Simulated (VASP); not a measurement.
# MgCd3Te4 (P-4m2) in VASP: relaxation of cell and atoms with PBE

Aim: the relaxation of cell and atoms of MgCd3Te4 with PBE.

Everything below comes from runs of VASP 6.6.1. Logs are shortened: lines on timing, memory, paths and dates and some standing lists are left out, and cuts for length are marked.

## Step 1: The cell of the first run

It takes space group P-4m2 (No. 115, tetragonal). Conventional cell: a = 4.315 Å, b = 4.315 Å, c = 12.205 Å, α = 90.00°, β = 90.00°, γ = 90.00°. Mg (site symmetry -4m2) has 4 Te at 2.64 Å within 3.5 Å. Within 3.5 Å of Cd (site symmetry 2mm) lie 4 Te at 2.64 Å. Within 3.5 Å of Cd (site symmetry -4m2) lie 4 Te at 2.64 Å. Within 3.5 Å of Te (site symmetry 2mm) lie 2 Mg at 2.64 Å and 2 Cd at 2.64 Å. Te (site symmetry 2mm) has 4 Cd at 2.64 Å within 3.5 Å.

## Step 2: Relaxation of cell and atoms, PBE

INCAR reads:

```
PREC = Accurate
ENCUT = 600
EDIFF = 1E-7
ISMEAR = 0
SIGMA = 0.1
LREAL = F
LASPH = T
NELM = 100
ALGO = Normal
ISIF = 3
LWAVE = F
LCHARG = F
GGA = PE
IBRION = 2
NSW = 90
EDIFFG = -0.04
```

KPOINTS reads:

```
Automatic mesh
0
Gamma
  4 4 2
```

POSCAR reads:

```
MgCd3Te4
1.0
    4.3151379500      0.0000000000      0.0000000000
    0.0000000000      4.3151379500      0.0000000000
    0.0000000000      0.0000000000     12.2050532300
Mg Cd Te
1 3 4
Direct
    0.0000000000      0.0000000000      0.0000000000
    0.5000000000      0.5000000000      0.2500000000
    0.0000000000      0.0000000000      0.5000000000
    0.5000000000      0.5000000000      0.7500000000
    0.5000000000      0.0000000000      0.1250000000
    0.0000000000      0.5000000000      0.3750000000
    0.5000000000      0.0000000000      0.6250000000
    0.0000000000      0.5000000000      0.8750000000
```

Potentials or basis: VASP PAW PBE potentials, release 64 (Mg, Cd, Te).

The run is started by

```
> cat potpaw_PBE.64/Mg/POTCAR potpaw_PBE.64/Cd/POTCAR potpaw_PBE.64/Te/POTCAR > POTCAR
> mpirun -np 1 vasp_std > vasp.out
```

OUTCAR:

```text
PREC = Accurate
   ENCUT = 600
   EDIFF = 1E-7
   ISMEAR = 0
   LREAL = F
   LASPH = T
   NELM = 100
   ISIF = 3
   GGA = PE
   IBRION = 2
   NSW = 90
   EDIFFG = -0.04

 ion  position               nearest neighbor table
   1  0.000  0.000  0.000-   5 2.64   8 2.64   8 2.64   5 2.64
   2  0.500  0.500  0.250-   5 2.64   6 2.64   5 2.64   6 2.64
   3  0.000  0.000  0.500-   6 2.64   7 2.64   6 2.64   7 2.64
   4  0.500  0.500  0.750-   7 2.64   8 2.64   7 2.64   8 2.64
   5  0.500  0.000  0.125-   1 2.64   2 2.64   2 2.64   1 2.64
   6  0.000  0.500  0.375-   2 2.64   3 2.64   3 2.64   2 2.64
   7  0.500  0.000  0.625-   3 2.64   4 2.64   4 2.64   3 2.64
   8  0.000  0.500  0.875-   1 2.64   4 2.64   1 2.64   4 2.64

  LATTYP: Found a simple tetragonal cell.
 ALAT       =     4.3151379500
 C/A-ratio  =     2.8284271260

  Lattice vectors:

 A1 = (   4.3151379500,   0.0000000000,   0.0000000000)
 A2 = (   0.0000000000,   4.3151379500,   0.0000000000)
 A3 = (   0.0000000000,   0.0000000000,  12.2050532300)

Analysis of symmetry for initial positions (statically):
=====================================================================
 Subroutine PRICEL returns:
 Original cell was already a primitive cell.

 Routine SETGRP: Setting up the symmetry group for a
 simple tetragonal supercell.

 Subroutine GETGRP returns: Found  8 space group operations
 (whereof  8 operations were pure point group operations)
 out of a pool of 16 trial point group operations.

The static configuration has the point symmetry D_2d.

Analysis of symmetry for dynamics (positions and initial velocities):
=====================================================================
 Subroutine PRICEL returns:
 Original cell was already a primitive cell.

 Routine SETGRP: Setting up the symmetry group for a
 simple tetragonal supercell.

 Subroutine GETGRP returns: Found  8 space group operations
 (whereof  8 operations were pure point group operations)
 out of a pool of 16 trial point group operations.

The dynamic configuration has the point symmetry D_2d.

 Subroutine INISYM returns: Found  8 space group operations
 (whereof  8 operations are pure point group operations),
 and found     1 'primitive' translations

----------------------------------------------------------------------------------------

                                     Primitive cell

  volume of cell :     227.2632

  direct lattice vectors                    reciprocal lattice vectors
     4.315137950  0.000000000  0.000000000     0.231742302  0.000000000  0.000000000
     0.000000000  4.315137950  0.000000000     0.000000000  0.231742302  0.000000000
     0.000000000  0.000000000 12.205053230     0.000000000  0.000000000  0.081933276

  length of vectors
     4.315137950  4.315137950 12.205053230     0.231742302  0.231742302  0.081933276

  position of ions in fractional coordinates (direct lattice)
     0.000000000  0.000000000  0.000000000
     0.500000000  0.500000000  0.250000000
     0.000000000  0.000000000  0.500000000
     0.500000000  0.500000000  0.750000000
     0.500000000  0.000000000  0.125000000
     0.000000000  0.500000000  0.375000000
     0.500000000  0.000000000  0.625000000
     0.000000000  0.500000000  0.875000000

  ion indices of the primitive-cell ions
   primitive index   ion index
                 1           1
                 2           2
                 3           3
                 4           4
                 5           5
                 6           6
                 7           7
                 8           8

----------------------------------------------------------------------------------------

 KPOINTS: Automatic mesh

Automatic generation of k-mesh.
 Grid dimensions read from file:
 generate k-points for:    4    4    2

 Generating k-lattice:

  Cartesian coordinates                     Fractional coordinates (reciprocal lattice)
     0.057935575  0.000000000  0.000000000     0.250000000  0.000000000  0.000000000
     0.000000000  0.057935575  0.000000000     0.000000000  0.250000000  0.000000000
     0.000000000  0.000000000  0.040966638     0.000000000  0.000000000  0.500000000

  Length of vectors
     0.057935575  0.057935575  0.040966638

  Shift w.r.t. Gamma in fractional coordinates (k-lattice)
     0.000000000  0.000000000  0.000000000

 Subroutine IBZKPT returns following result:
 ===========================================

 Found     12 irreducible k-points:

 Following reciprocal coordinates:
            Coordinates               Weight
  0.000000  0.000000  0.000000      1.000000
  0.250000  0.000000  0.000000      4.000000
  0.500000  0.000000  0.000000      2.000000
  0.250000  0.250000  0.000000      4.000000
  0.500000  0.250000  0.000000      4.000000
  0.500000  0.500000  0.000000      1.000000
  0.000000  0.000000  0.500000      1.000000
  0.250000  0.000000  0.500000      4.000000
  0.500000  0.000000  0.500000      2.000000
  0.250000  0.250000  0.500000      4.000000
  0.500000  0.250000  0.500000      4.000000
  0.500000  0.500000  0.500000      1.000000
   k-points           NKPTS =     12   k-points in BZ     NKDIM =     12   number of bands    NBANDS=     37
   number of dos      NEDOS =    301   number of ions     NIONS =      8
   total plane-waves  NPLWV = 127008
   dimension x,y,z NGX =    36 NGY =   36 NGZ =   98
   dimension x,y,z NGXF=    72 NGYF=   72 NGZF=  196
   ions per type =               1   3   4
   NGX,Y,Z   is equivalent  to a cutoff of  13.87, 13.87, 13.35 a.u.
   NGXF,Y,Z  is equivalent  to a cutoff of  27.74, 27.74, 26.70 a.u.
 SYSTEM =  unknown system
   PREC   = accura    normal or accurate (medium, high low for compatibility)
   ISTART =      0    job   : 0-new  1-cont  2-samecut
   ICHARG =      2    charge: 1-file 2-atom 10-const
   ISPIN  =      1    spin polarized calculation?
   LNONCOLLINEAR =      F non collinear calculations
   LSORBIT =      F    spin-orbit coupling
   LASPH  =      T    aspherical Exc in radial PAW
   ENCUT  =  600.0 eV  44.10 Ry    6.64 a.u.   8.62  8.62 24.38*2*pi/ulx,y,z
   NELM   =    100;   NELMIN=  2; NELMDL= -5     # of ELM steps
   EDIFF  = 0.1E-06   stopping-criterion for ELM
   LREAL  =      F    real-space projection
   EDIFFG = -.4E-01   stopping-criterion for IOM
   NSW    =     90    number of steps for IOM
   IBRION =      2    ionic relax: 0-MD 1-quasi-New 2-CG
   NFREE  =      1    steps in history (QN), initial steepest desc. (CG)
   ISIF   =      3    stress and relaxation
   ISYM   =      2    0-nonsym 1-usesym 2-fastsym
   POTIM  = 0.5000    time-step for ionic-motion
   TEBEG  =    0.0;   TEEND  =   0.0 temperature during run
   PSTRESS=    0.0 pullay stress
   NELECT =      62.0000    total number of electrons
   NUPDOWN=      -1.0000    fix difference up-down
   EMIN   =  10.00;   EMAX   =-10.00  energy-range for DOS
   EFERMI =   0.00;   METHOD = LEGACY
   ISMEAR =     0;   SIGMA  =   0.10  broadening in eV -4-tet -1-fermi 0-gaus
   EFERMI_NEDOS =   21; number of points for ismear=-14 and -15
   IALGO  =     38    algorithm
   IMIX   =      4    mixing-type and parameters
     AMIX     =   0.40;   BMIX     =  1.00
     AMIX_MAG =   1.60;   BMIX_MAG =  1.00
  volume/ion in A,a.u.               =      28.41       191.71
  Fermi-wavevector in a.u.,A,eV,Ry     =   1.061767  2.006448 15.338504  1.127348
  Thomas-Fermi vector in A             =   2.197194
   LORBIT       =      0    0 simple, 1 ext, 2 COOP (PROOUT), +10 PAW based schemes
   GGA     = PE    functional components
   LHFCALC =     F    Hartree Fock is set to
   AEXX    =    0.0000 exact exchange contribution
   IVDW    =     0    specifies the selected vdW correction
   LEPSILON=     F    determine dielectric tensor
   LRPA    =     F    only Hartree local field effects (RPA)
 conjugate gradient relaxation of ions
 non-spin polarized calculation
 Gauss-broadening in eV      SIGMA  =   0.10
  energy-cutoff  :      600.00
  volume of cell :      227.26
 maximum number of plane-waves:      7642
 NGX is ok and might be reduce to    36
   NGX = 17   NGY = 17   NGZ = 49

--------------------------------------- Ionic step        1  -------------------------------------------

 number of electron      61.9999994 magnetization

 Free energy of the ion-electron system (eV)
  ---------------------------------------------------
  ext. energy  EPLUGINS =         0.00000000
  ---------------------------------------------------
  free energy    TOTEN  =       -18.59244385 eV

  energy without entropy =      -18.59244385  energy(sigma->0) =      -18.59244385

------------------------ aborting loop because EDIFF is reached ----------------------------------------

  FORCE on cell =-STRESS in cart. coord.  units (eV):
  Direction    XX          YY          ZZ          XY          YZ          ZX
  --------------------------------------------------------------------------------------
  -------------------------------------------------------------------------------------
  Total       20.3479426     20.3479426     19.7670091      0.0000000      0.0000000     -0.0000000
  in kB      143.4504913    143.4504913    139.3549819      0.0000000      0.0000000     -0.0000000
  external PRESSURE =     142.0853215 kB  Pullay stress =       0.0000000 kB
[... 321 lines left out ...]
  energy  without entropy=      -20.7565523887  energy(sigma->0) =      -20.75655239

--------------------------------------- Ionic step        9  -------------------------------------------

 number of electron      62.0000008 magnetization

 Free energy of the ion-electron system (eV)
  ---------------------------------------------------
  ext. energy  EPLUGINS =         0.00000000
  ---------------------------------------------------
  free energy    TOTEN  =       -20.75747873 eV

  energy without entropy =      -20.75747873  energy(sigma->0) =      -20.75747873

 E-fermi :   2.2262     XC(G=0):  -8.1628

 val. band max:        1.7743895718   @ k =   0.0000   0.0000   0.0000
 cond. band min:       2.7224253583   @ k =   0.0000   0.0000   0.0000
 fundamental gap:      0.9480357865
 Fermi energy:         2.2262244760

 k-point     1 :       0.0000    0.0000    0.0000
  band No.  band energies     occupation
      1      -8.8957      2.00000
      2      -8.6473      2.00000
      3      -8.6300      2.00000
      4      -8.3036      2.00000
      5      -6.1921      2.00000
      6      -6.1921      2.00000
[... 504 lines left out ...]
  FREE ENERGIE OF THE ION-ELECTRON SYSTEM (eV)
  ---------------------------------------------------
  free  energy   TOTEN  =       -20.7574787297 eV

  energy  without entropy=      -20.7574787297  energy(sigma->0) =      -20.75747873

 reached required accuracy - stopping structural energy minimisation
```

Wall time 25 min (1 thread of AMD EPYC 9755, shared host); peak memory 0.39 GiB.

Results:

* Free energy: -20.7575 eV
* Relaxed volume: 35.90 Å³/atom
* Relaxed cell: a = 4.689 Å, b = 4.689 Å, c = 13.060 Å, α = 90.00°, β = 90.00°, γ = 90.00°
* Space group after relaxing (to 0.1 Å): P-4m2 (No. 115)
* Energy gained by relaxing: 270.6 meV/atom
* Ionic steps: 9
* Pressure after relaxing: 0.0 GPa
* Largest force after relaxing: 0.035 eV/Å
* Band gap on the k mesh: 0.95 eV

Forces in eV/Å, atoms in the order of the input:
```
Mg   0.000  0.000  0.000
Cd   0.000  0.000 -0.025
Cd   0.000  0.000  0.000
Cd   0.000  0.000  0.025
Te   0.000  0.000  0.012
Te   0.000  0.000 -0.035
Te   0.000  0.000  0.035
Te   0.000  0.000 -0.012
```

Step by step:
```csv
step,energy change (eV),largest force (eV/Å),pressure (GPa),volume (Å³)
1,0.0000,0.7123,14.21,227.26
2,-1.8201,0.0716,-2.97,320.60
3,-2.1578,0.1102,0.11,286.62
4,-2.1582,0.1042,-0.04,287.91
5,-2.1598,0.0845,-0.04,287.83
6,-2.1631,0.0531,-0.02,287.58
7,-2.1629,0.0921,0.01,287.07
8,-2.1641,0.0544,-0.01,287.33
9,-2.1650,0.0353,0.01,287.17
```

Final structure:
```
Mg Cd Te
1.0
     4.68922    0.00000    0.00000
     0.00000    4.68922    0.00000
     0.00000    0.00000   13.05987
Mg Cd Te
1 3 4
Direct
  0.00000 0.00000 0.00000
  0.50000 0.50000 0.24806
  0.00000 0.00000 0.50000
  0.50000 0.50000 0.75194
  0.50000 0.00000 0.12049
  0.00000 0.50000 0.37441
  0.50000 0.00000 0.62559
  0.00000 0.50000 0.87951
```

Caveat: the volume moved by over 15 % at a fixed basis, so the end points are rough; spin-orbit coupling is left out, which moves the levels of the heavy elements.
